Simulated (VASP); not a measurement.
## TiCo: single point with PBE

The system is TiCo.

```
Ti Co
1.0
     2.98575    0.00000    0.00000
     0.00000    2.98575    0.00000
     0.00000    0.00000    2.98575
Ti Co
1 1
Direct
  0.50000 0.50000 0.50000
  0.00000 0.00000 0.00000
```

```
Program             : VASP 6.6.1
Task                : single point
Functional          : PBE
Potentials or basis : VASP PAW PBE potentials, release 64 (Ti_sv, Co)
Cutoff              : 520 eV
k mesh              : 14 × 14 × 14
Occupations         : gaussian, width 0.1 eV
Spin                : collinear spin, ferromagnetic start
Starting moments    : [0.0, 0.61] μB
```

* Pressure: -0.5 GPa
* Net moment: 0.88 μB per cell
* Site moments: Ti -0.03; Co +0.96 μB
* Valence electrons inside the program's atomic spheres: Ti 10.29; Co 8.29

Levels at points of the mesh, in eV from the Fermi level:
Spin up:
```tsv
k point	band 9	band 10	band 11	band 12	band 13	band 14
(0.00, 0.00, 0.00)	-1.88	-1.88	0.48	0.48	2.68	2.68
(0.50, 0.00, 0.00)	-1.99	-1.52	-0.68	-0.62	0.67	0.67
(0.50, 0.50, 0.00)	-1.52	-0.79	0.64	0.64	1.11	2.45
(0.50, 0.50, 0.50)	-2.07	-2.07	-1.49	-1.49	3.21	3.21
```
Spin down:
```csv
k point,band 7,band 8,band 9,band 10,band 11,band 12,band 13,band 14
"(0.00, 0.00, 0.00)",-3.50,-1.32,-1.32,-1.32,1.05,1.05,2.78,2.78
"(0.50, 0.00, 0.00)",-1.85,-1.39,-1.39,-0.88,-0.79,0.61,0.68,0.68
"(0.50, 0.50, 0.00)",-2.28,-2.28,0.02,0.31,0.61,0.61,1.27,2.64
"(0.50, 0.50, 0.50)",-2.31,-2.07,-2.07,-2.07,0.05,0.05,3.14,3.14
```

It took 48 s on 1 thread of Intel(R) Xeon(R) 6975P-C (Granite Rapids) (shared host), peak memory 0.23 GiB.
